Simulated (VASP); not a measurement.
# Ti2H (Pn-3m) in VASP: further runs, part 2 of 2

VASP 6.6.1.

### Step 4. Single point, PBEsol

This run uses another cell than the first one, of 12.10 Å³/atom, 1.091 times its volume.

Contents of INCAR:

```
  ALGO = Normal
  EDIFF = 1E-6
  ENCUT = 520
  GGA = PS
  ISIF = 2
  ISMEAR = -1
  LASPH = T
  LCHARG = F
  LREAL = F
  LWAVE = F
  NBANDS = 34
  NELM = 100
  PREC = Accurate
  SIGMA = 0.1
```

Contents of KPOINTS:

```
k-points
0
Gamma
  6 6 6
```

Contents of POSCAR:

```
Ti2H
1.0
    4.1720406554      0.0000000000      0.0000000000
    0.0000000000      4.1720406554      0.0000000000
    0.0000000000      0.0000000000      4.1720406554
Ti H
4 2
Direct
    0.2500000000      0.7500000000      0.2500000000
    0.7500000000      0.2500000000      0.2500000000
    0.2500000000      0.2500000000      0.7500000000
    0.7500000000      0.7500000000      0.7500000000
    0.0000000000      0.0000000000      0.0000000000
    0.5000000000      0.5000000000      0.5000000000
```

Started as:

```bash
$ cat potpaw_PBE.64/Ti_sv/POTCAR potpaw_PBE.64/H/POTCAR > POTCAR
$ mpirun -np 1 vasp_std > vasp.out
```

It took 27 s on 1 thread of Intel Xeon Platinum 8488C (Sapphire Rapids), shared host; peak memory 0.18 GiB.

The run converged. Its results:

| Property | Result |
| --- | --- |
| Free energy | -41.4281 eV |
| Pressure | 1.3 GPa |
| Band gap on the k mesh | zero (band 25 reaches 8.59 eV, above the bottom of band 26 at 7.52 eV) |

Levels at points of the mesh, in eV from the Fermi level:
```csv
k point,band 21,band 22,band 23,band 24,band 25,band 26,band 27,band 28,band 29,band 30
"(0.00, 0.00, 0.00)",-2.69,-2.69,-1.64,-1.64,0.60,0.60,0.60,2.30,2.30,2.63
"(0.50, 0.00, 0.00)",-1.65,-1.65,-0.59,-0.59,-0.40,-0.40,0.91,0.91,1.47,1.47
"(0.50, 0.50, 0.00)",-1.01,-1.01,-0.41,-0.41,-0.29,-0.29,-0.09,-0.09,1.45,1.45
"(0.50, 0.50, 0.50)",-2.57,0.33,0.33,0.33,0.35,0.35,0.35,0.59,0.59,0.74
```

Caveat: the PAW data sets were made with another functional, which shifts forces and pressure a little.

### Step 5. Single point, PBEsol

This run uses another cell than the first one, of 12.61 Å³/atom, 1.136 times its volume.

Contents of INCAR:

```
  PREC = Accurate
  ENCUT = 520
  EDIFF = 1E-6
  ISMEAR = -1
  SIGMA = 0.1
  LREAL = F
  LASPH = T
  NELM = 60
  ALGO = Normal
  ISIF = 2
  LWAVE = F
  LCHARG = F
  GGA = PS
  NBANDS = 34
```

Contents of KPOINTS:

```
regular mesh
0
Gamma
  6 6 6
```

POSCAR, as its differences from that of step 4:

```diff
@@ -2,5 +2,5 @@
 1.0
-    4.1720406554      0.0000000000      0.0000000000
-    0.0000000000      4.1720406554      0.0000000000
-    0.0000000000      0.0000000000      4.1720406554
+    4.2291990000      0.0000000000      0.0000000000
+    0.0000000000      4.2291990000      0.0000000000
+    0.0000000000      0.0000000000      4.2291990000
 Ti H
```

Potentials or basis: VASP PAW PBE potentials, release 64 (Ti_sv, H).

Started as:

```bash
$ cat potpaw_PBE.64/Ti_sv/POTCAR potpaw_PBE.64/H/POTCAR > POTCAR
$ mpirun -np 1 vasp_std > vasp.out
```

OUTCAR:

```text
PREC = Accurate
   ENCUT = 520
   EDIFF = 1E-6
   ISMEAR = -1
   LREAL = F
   LASPH = T
   NELM = 60
   ISIF = 2
   GGA = PS

 ion  position               nearest neighbor table
   1  0.250  0.750  0.250-   5 1.83   6 1.83
   2  0.750  0.250  0.250-   5 1.83   6 1.83
   3  0.250  0.250  0.750-   5 1.83   6 1.83
   4  0.750  0.750  0.750-   5 1.83   6 1.83
   5  0.000  0.000  0.000-   1 1.83   2 1.83   3 1.83   4 1.83
   6  0.500  0.500  0.500-   1 1.83   2 1.83   3 1.83   4 1.83

  LATTYP: Found a simple cubic cell.
 ALAT       =     4.2291990000

  Lattice vectors:

 A1 = (   4.2291990000,   0.0000000000,   0.0000000000)
 A2 = (   0.0000000000,   4.2291990000,   0.0000000000)
 A3 = (   0.0000000000,   0.0000000000,   4.2291990000)

Analysis of symmetry for initial positions (statically):
=====================================================================
 Subroutine PRICEL returns:
 Original cell was already a primitive cell.

 Routine SETGRP: Setting up the symmetry group for a
[... 172 lines left out ...]

 E-fermi :   7.5799     XC(G=0): -11.5282

 val. band max:        7.5782044021   @ k =   0.3333   0.3333   0.0000
 cond. band min:       7.5854937350   @ k =   0.5000   0.3333   0.3333
 fundamental gap:      0.0072893329
 Fermi energy:         7.5799431112

 k-point     1 :       0.0000    0.0000    0.0000
  band No.  band energies     occupation
      1     -49.0741      2.00000
      2     -48.9526      2.00000
      3     -48.9526      2.00000
      4     -48.9526      2.00000
      5     -25.7629      2.00000
      6     -25.5662      2.00000
[... 729 lines left out ...]
     33      10.6342      0.00000
     34      10.6571      0.00000

------------------------ aborting loop because EDIFF is reached ----------------------------------------

  FORCE on cell =-STRESS in cart. coord.  units (eV):
  Direction    XX          YY          ZZ          XY          YZ          ZX
  --------------------------------------------------------------------------------------
  -------------------------------------------------------------------------------------
  Total       -1.6953051     -1.6953051     -1.6953051      0.0000000      0.0000000      0.0000000
  in kB      -35.9074102    -35.9074102    -35.9074102      0.0000000      0.0000000      0.0000000
  external PRESSURE =     -35.9074102 kB  Pullay stress =       0.0000000 kB

 VOLUME and BASIS-vectors are now :
 -----------------------------------------------------------------------------
  energy-cutoff  :      520.00
  volume of cell :       75.64
      direct lattice vectors                 reciprocal lattice vectors
     4.229199000  0.000000000  0.000000000     0.236451394  0.000000000  0.000000000
     0.000000000  4.229199000  0.000000000     0.000000000  0.236451394  0.000000000
     0.000000000  0.000000000  4.229199000     0.000000000  0.000000000  0.236451394

 POSITION                                       TOTAL-FORCE (eV/Angst)
 -----------------------------------------------------------------------------------
      1.05730      3.17190      1.05730        -0.000000     -0.000000     -0.000000
      3.17190      1.05730      1.05730         0.000000      0.000000      0.000000
      1.05730      1.05730      3.17190         0.000000     -0.000000     -0.000000
      3.17190      3.17190      3.17190        -0.000000      0.000000     -0.000000
      0.00000      0.00000      0.00000         0.000000     -0.000000      0.000000
      2.11460      2.11460      2.11460         0.000000     -0.000000      0.000000
 -----------------------------------------------------------------------------------
    total drift:                                0.000000      0.000000     -0.000000

  FREE ENERGIE OF THE ION-ELECTRON SYSTEM (eV)
  ---------------------------------------------------
  free  energy   TOTEN  =       -41.4067918241 eV

  energy  without entropy=      -41.2122063183  energy(sigma->0) =      -41.30949907
```

OSZICAR:

```text
N       E                     dE             d eps       ncg     rms          rms(c)
DAV:   1     0.640162230407E+03    0.64016E+03   -0.25152E+04  1360   0.180E+03
DAV:   2     0.342951664661E+02   -0.60587E+03   -0.59225E+03  1360   0.549E+02
DAV:   3    -0.405398706036E+02   -0.74835E+02   -0.72760E+02  2290   0.167E+02
DAV:   4    -0.478946224741E+02   -0.73548E+01   -0.72994E+01  1940   0.505E+01
DAV:   5    -0.482809595931E+02   -0.38634E+00   -0.38615E+00  2160   0.955E+00    0.208E+01
DAV:   6    -0.415303627983E+02    0.67506E+01   -0.23829E+01  1618   0.390E+01    0.470E+00
DAV:   7    -0.413900011115E+02    0.14036E+00   -0.31588E+00  1918   0.923E+00    0.288E+00
DAV:   8    -0.414215468869E+02   -0.31546E-01   -0.67127E-01  1670   0.688E+00    0.121E+00
DAV:   9    -0.414071360206E+02    0.14411E-01   -0.20707E-01  1618   0.314E+00    0.360E-01
DAV:  10    -0.414065158274E+02    0.62019E-03   -0.18430E-02  1902   0.812E-01    0.223E-01
DAV:  11    -0.414068343133E+02   -0.31849E-03   -0.80694E-04  1880   0.196E-01    0.119E-01
DAV:  12    -0.414067932382E+02    0.41075E-04   -0.56247E-04  1654   0.158E-01    0.181E-02
DAV:  13    -0.414067918477E+02    0.13905E-05   -0.23828E-05  1706   0.273E-02    0.664E-03
DAV:  14    -0.414067918241E+02    0.23622E-07   -0.28908E-06  1244   0.159E-02
   1 F= -.41406792E+02 E0= -.41309499E+02  d E =-.194586E+00
```

stdout:

```text
POSCAR found type information on POSCAR TiH
 POSCAR found :  2 types and       6 ions
 scaLAPACK will be used
 -----------------------------------------------------------------------------
|                                                                             |
|                                                                             |
|     You enforced a specific xc type in the INCAR file but a different       |
|     I HOPE YOU KNOW WHAT YOU ARE DOING!                                     |
|                                                                             |
 -----------------------------------------------------------------------------

 LDA part: xc-table for (Slater+PW92), standard interpolation
 POSCAR, INCAR and KPOINTS ok, starting setup
 FFT: planning ... GRIDC
 FFT: planning ... GRID_SOFT
 FFT: planning ... GRID
 WAVECAR not read
 entering main loop
```

Wall time 30 s (1 thread of Intel Xeon Platinum 8488C (Sapphire Rapids), shared host); peak memory 0.19 GiB.

Results:

| Item | Value |
| --- | --- |
| Free energy | -41.4068 eV |
| Pressure | -3.6 GPa |
| Band gap on the k mesh | zero (band 25 reaches 8.16 eV, above the bottom of band 26 at 7.13 eV) |

Levels at points of the mesh, in eV from the Fermi level:
| k point | band 22 | band 23 | band 24 | band 25 | band 26 | band 27 | band 28 | band 29 |
| --- | --- | --- | --- | --- | --- | --- | --- | --- |
| (0.00, 0.00, 0.00) | -2.55 | -1.54 | -1.54 | 0.58 | 0.58 | 0.58 | 2.19 | 2.19 |
| (0.50, 0.00, 0.00) | -1.56 | -0.54 | -0.54 | -0.39 | -0.39 | 0.88 | 0.88 | 1.40 |
| (0.50, 0.50, 0.00) | -0.98 | -0.39 | -0.39 | -0.26 | -0.26 | -0.06 | -0.06 | 1.40 |
| (0.50, 0.50, 0.50) | 0.28 | 0.28 | 0.28 | 0.32 | 0.32 | 0.32 | 0.58 | 0.58 |

Caveat: the PAW data sets were made with another functional, which shifts forces and pressure a little.

### Step 6. Single point, PBEsol

This run uses another cell than the first one, of 13.11 Å³/atom, 1.182 times its volume.

Contents of INCAR:

```
SYSTEM = Ti2H
ALGO = Normal
EDIFF = 1E-6
ENCUT = 520
GGA = PS
ISIF = 2
ISMEAR = -1
LASPH = .TRUE.
LCHARG = .TRUE.
LELF = .TRUE.
LREAL = .FALSE.
LVHAR = .TRUE.
LWAVE = .FALSE.
NBANDS = 34
NELM = 60
PREC = Accurate
SIGMA = 0.1
```

Contents of KPOINTS:

```
k-points
0
G
  6 6 6
  0 0 0
```

POSCAR, as its differences from that of step 5:

```diff
@@ -2,5 +2,5 @@
 1.0
-    4.2291990000      0.0000000000      0.0000000000
-    0.0000000000      4.2291990000      0.0000000000
-    0.0000000000      0.0000000000      4.2291990000
+    4.2848527375      0.0000000000      0.0000000000
+    0.0000000000      4.2848527375      0.0000000000
+    0.0000000000      0.0000000000      4.2848527375
 Ti H
```

Potentials or basis: VASP PAW PBE potentials, release 64 (Ti_sv, H).

Started as:

```bash
$ cat potpaw_PBE.64/Ti_sv/POTCAR potpaw_PBE.64/H/POTCAR > POTCAR
$ mpirun -np 1 vasp_std > vasp.out
```

Run time: 30 s. Hardware: 1 thread of Intel Xeon Platinum 8488C (Sapphire Rapids), shared host; peak memory 0.18 GiB.

The run converged. Its results:

| Quantity | Value |
| --- | --- |
| Free energy | -41.3008 eV |
| Pressure | -7.6 GPa |
| Band gap on the k mesh | zero (band 25 reaches 7.75 eV, above the bottom of band 26 at 6.76 eV) |

Levels at points of the mesh, in eV from the Fermi level:
| k point | band 23 | band 24 | band 25 | band 26 | band 27 | band 28 |
| --- | --- | --- | --- | --- | --- | --- |
| (0.00, 0.00, 0.00) | -1.45 | -1.45 | 0.56 | 0.56 | 0.56 | 2.08 |
| (0.50, 0.00, 0.00) | -0.51 | -0.51 | -0.37 | -0.37 | 0.85 | 0.85 |
| (0.50, 0.50, 0.00) | -0.37 | -0.37 | -0.23 | -0.23 | -0.04 | -0.04 |
| (0.50, 0.50, 0.50) | 0.21 | 0.21 | 0.32 | 0.32 | 0.32 | 0.56 |

Caveat: the PAW data sets were made with another functional, which shifts forces and pressure a little.

### Step 7. Overview

```csv
cell,gap on the mesh (eV),pressure (GPa)
"a = 4.053 Å, 6 atoms",none,14.5
"a = 4.113 Å, 6 atoms",none,7.3
"a = 4.172 Å, 6 atoms",none,1.3
"a = 4.229 Å, 6 atoms",none,-3.6
"a = 4.285 Å, 6 atoms",none,-7.6
```

Alike in all rows: task single point; level PBEsol; potentials or basis VASP PAW PBE potentials, release 64 (Ti_sv, H); no spin polarisation; k mesh 6 × 6 × 6; cutoff (eV) 520; smearing fermi-dirac 0.1 eV.

Caveats: the PAW data sets were made with another functional, which shifts forces and pressure a little.

Total energies depend on the potentials used, so only differences within one code and one set of settings carry meaning.
